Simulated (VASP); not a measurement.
Crystal: Y2Si3O.

```
CELL_PARAMETERS angstrom
4.11169 0.00000 0.00000
-2.05584 3.56083 0.00000
0.00000 0.00000 8.95710
ATOMIC_POSITIONS crystal
Y 0.33333 0.66667 0.25167
Y 0.33333 0.66667 0.74833
Si 0.66667 0.33333 0.50000
Si 0.00000 0.00000 0.00000
Si 0.00000 0.00000 0.50000
O 0.66667 0.33333 0.00000
```

The cell was built from a structure type or drawn by symmetry, and may not be a known phase.

```yaml
Program: VASP 6.6.1
Task: relaxation of cell and atoms
Functional: PBE
Potentials_or_basis: VASP PAW PBE potentials, release 64 (Y_sv, Si, O)
Cutoff: 600 eV
k_mesh: 6 × 6 × 2
Occupations: gaussian, width 0.1 eV
Spin: no spin polarisation
```

At the start: pressure -11.8 GPa; volume 21.86 Å³/atom.

Question: How do energy, volume and symmetry change on relaxing?

Answer: Over 10 steps the energy falls by 196.1 meV/atom and the volume is 17.80 Å³/atom (-18.6 %); space group P-6m2 (No. 187, to 0.1 Å) before and after.

The path:
```tsv
step	energy change (eV)	largest force (eV/Å)	pressure (GPa)	volume (Å³)
1	0.0000	0.2441	-11.78	131.14
2	-1.0034	0.0457	4.83	102.93
3	-1.0623	0.1164	0.29	107.40
4	-1.1175	0.0526	0.17	107.11
5	-1.1460	0.3146	0.45	106.62
6	-1.1569	0.2559	-0.51	107.52
7	-1.1595	0.2131	-1.19	108.17
8	-1.1659	0.1738	-1.01	107.87
9	-1.1766	0.0150	-0.40	106.97
10	-1.1768	0.0220	-0.25	106.78
```

Final structure:
```
Y Si O
1.0
     3.98609    0.00000    0.00000
    -1.99304    3.45205    0.00000
     0.00000    0.00000    7.76028
Y Si O
2 3 1
Direct
  0.33333 0.66667 0.24388
  0.33333 0.66667 0.75612
  0.66667 0.33333 0.50000
  0.00000 0.00000 0.00000
  0.00000 0.00000 0.50000
  0.66667 0.33333 0.00000
```

Caveat: the volume moved by over 15 % at a fixed basis, so the end points are rough.
